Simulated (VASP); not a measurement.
# TeOs in VASP: notebook, part 2 of 2

VASP 6.6.1.

### 3 Single point, PBE, collinear spin

The input, INCAR:

```
SYSTEM = TeOs
PREC = Accurate
ENCUT = 520
EDIFF = 1E-7
ISMEAR = 0
SIGMA = 0.05
LREAL = .FALSE.
LASPH = .TRUE.
NELM = 150
ALGO = Normal
ISIF = 2
LWAVE = .FALSE.
LCHARG = .FALSE.
ISPIN = 2
MAGMOM = 0.05 0
LORBIT = 11
LMAXMIX = 4
GGA = PE
NBANDS = 18
```

The input, KPOINTS:

```
regular mesh
0
G
  10 10 10
  0 0 0
```

The input, POSCAR:

```
TeOs
1.0
    0.0409960611      2.7330707412      2.7330707412
    2.7740668023      0.0000000000      2.7740668023
    2.7330707412      2.7330707412      0.0409960611
Os Te
1 1
Direct
    0.5000000000      0.5000000000      0.5000000000
    0.0000000000      0.0000000000      0.0000000000
```

Potentials or basis: VASP PAW PBE potentials, release 64 (Os, Te).

Launch:

```console
cat potpaw_PBE.64/Os/POTCAR potpaw_PBE.64/Te/POTCAR > POTCAR
mpirun -np 1 vasp_std > vasp.out
```

OUTCAR:

```text
SYSTEM = TeOs
   PREC = Accurate
   ENCUT = 520
   EDIFF = 1E-7
   ISMEAR = 0
   LREAL = .FALSE.
   LASPH = .TRUE.
   NELM = 150
   ISIF = 2
   ISPIN = 2
   LORBIT = 11
   GGA = PE

 ion  position               nearest neighbor table
   1  0.500  0.500  0.500-   2 2.73   2 2.73   2 2.73   2 2.73   2 2.73   2 2.73
   2  0.000  0.000  0.000-   1 2.73   1 2.73   1 2.73   1 2.73   1 2.73   1 2.73

  LATTYP: Found a body centered orthorhombic cell.
 ALAT       =     3.8071685235
 B/A-ratio  =     1.0304568528
 C/A-ratio  =     1.4357498095

  Lattice vectors:

 A1 = (   0.0409960611,  -2.7330707412,   2.7330707412)
 A2 = (  -0.0409960611,  -2.7330707412,  -2.7330707412)
[... 1227 lines left out ...]
 -----------------------------------------------------------------------------
  energy-cutoff  :      520.00
  volume of cell :       40.82
      direct lattice vectors                 reciprocal lattice vectors
     0.040996061  2.733070741  2.733070741    -0.185730360  0.182944405  0.185730360
     2.774066802  0.000000000  2.774066802     0.180240793 -0.182944405  0.180240793
     2.733070741  2.733070741  0.040996061     0.185730360  0.182944405 -0.185730360

 POSITION                                       TOTAL-FORCE (eV/Angst)
 -----------------------------------------------------------------------------------
      2.77407      2.73307      2.77407        -0.000000      0.000000     -0.000000
      0.00000      0.00000      0.00000         0.000000      0.000000      0.000000
 -----------------------------------------------------------------------------------
    total drift:                               -0.000000     -0.000000      0.000000

  FREE ENERGIE OF THE ION-ELECTRON SYSTEM (eV)
  ---------------------------------------------------
  free  energy   TOTEN  =       -12.2666514692 eV

  energy  without entropy=      -12.2641236388  energy(sigma->0) =      -12.26538755

 total charge

# of ion       s       p       d       tot
------------------------------------------
    1        0.608   0.342   6.203   7.153
    2        1.339   1.868   0.148   3.355
--------------------------------------------------
tot          1.947   2.210   6.351  10.508

 magnetization (x)

# of ion       s       p       d       tot
------------------------------------------
    1        0.000   0.000   0.000   0.000
    2       -0.000  -0.000  -0.000  -0.000
--------------------------------------------------
tot          0.000   0.000   0.000   0.000
```

stdout:

```text
POSCAR found type information on POSCAR OsTe
 POSCAR found :  2 types and       2 ions
 scaLAPACK will be used
 LDA part: xc-table for (Slater+PW92), standard interpolation
 POSCAR, INCAR and KPOINTS ok, starting setup
 FFT: planning ... GRIDC
 FFT: planning ... GRID_SOFT
 FFT: planning ... GRID
 WAVECAR not read
 entering main loop
```

Wall time 7.5 min (1 thread of Intel Xeon 8259CL, shared host); peak memory 0.34 GiB.

Results:

```
Free energy                                           : -12.2667 eV
Pressure                                              : 0.0 GPa
Band gap on the k mesh                                : zero (filled and empty bands overlap)
Net moment                                            : 0.00 μB per cell
Valence electrons inside the program's atomic spheres : Os 7.15; Te 3.35
```

Levels at points of the mesh, in eV from the Fermi level:
Spin up:
| k point | band 3 | band 4 | band 5 | band 6 | band 7 | band 8 | band 9 | band 10 | band 11 | band 12 |
| --- | --- | --- | --- | --- | --- | --- | --- | --- | --- | --- |
| (0.00, 0.00, 0.00) | -1.95 | -1.85 | -1.76 | -1.76 | -0.69 | -0.55 | -0.39 | 3.65 | 7.72 | 11.15 |
| (0.50, 0.00, 0.00) | -4.76 | -4.65 | -0.68 | -0.59 | -0.25 | 3.22 | 4.98 | 5.09 | 5.36 | 5.60 |
| (0.00, 0.50, 0.00) | -4.64 | -4.51 | -0.76 | -0.62 | -0.36 | 3.43 | 4.93 | 5.03 | 5.55 | 5.80 |
| (0.50, 0.50, 0.00) | -3.15 | -2.74 | -2.74 | -1.14 | -0.51 | -0.12 | -0.05 | 2.00 | 8.69 | 12.06 |
| (0.50, 0.00, 0.50) | -3.15 | -2.94 | -2.53 | -1.13 | -0.46 | -0.12 | -0.11 | 2.00 | 8.69 | 12.25 |
Spin down:
```tsv
k point	band 5	band 6	band 7	band 8	band 9	band 10
(0.00, 0.00, 0.00)	-1.76	-1.76	-0.69	-0.55	-0.39	3.65
(0.50, 0.00, 0.00)	-0.68	-0.59	-0.25	3.22	4.98	5.09
(0.00, 0.50, 0.00)	-0.76	-0.62	-0.36	3.43	4.93	5.03
(0.50, 0.50, 0.00)	-2.74	-1.14	-0.51	-0.12	-0.05	2.00
(0.50, 0.00, 0.50)	-2.53	-1.13	-0.46	-0.12	-0.11	2.00
```

Caveat: spin-orbit coupling is left out, which moves the levels of the heavy elements.
